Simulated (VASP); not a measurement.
Cd, 1 atom in the cell. Symmetry: Pm-3m, No. 221, cubic system. The conventional cell has a = 2.870 Å, b = 2.870 Å, c = 2.870 Å, α = 90.00°, β = 90.00°, γ = 90.00°. Within 3.8 Å of Cd (site symmetry m-3m) lie 6 Cd at 2.87 Å. This isn't the form of Cd at room conditions, which is hcp.

| Property | Result |
| --- | --- |
| Program | VASP 6.6.1 |
| Task | relaxation of cell and atoms |
| Functional | PBEsol |
| Potentials or basis | VASP PAW PBE potentials, release 64 (Cd) |
| Cutoff | 600 eV |
| k mesh | 14 × 14 × 14 |
| Occupations | methfessel-paxton, width 0.1 eV |
| Spin | no spin polarisation |
| Target pressure | 5 GPa |
| Dipole correction | no |
| Further INCAR settings | ALGO = Normal; EDIFF = 1e-06; IBRION = 2; EDIFFG = -0.02; NSW = 80; ISIF = 3 |

Potentials or basis: VASP PAW PBE potentials, release 64 (Cd).

Launch:

```console
$ cat potpaw_PBE.64/Cd/POTCAR > POTCAR
$ mpirun -np 1 vasp_std > vasp.out
```

Hardware: 1 thread of Intel(R) Xeon(R) Platinum 8488C (Sapphire Rapids), on a shared host.

Estimate the wall time of this run.

Run time: 29 s on 1 thread of Intel(R) Xeon(R) Platinum 8488C (Sapphire Rapids), with other jobs on the host, peak memory 0.17 GiB. Counts: scf iterations 25, k points 120, ion steps 3.
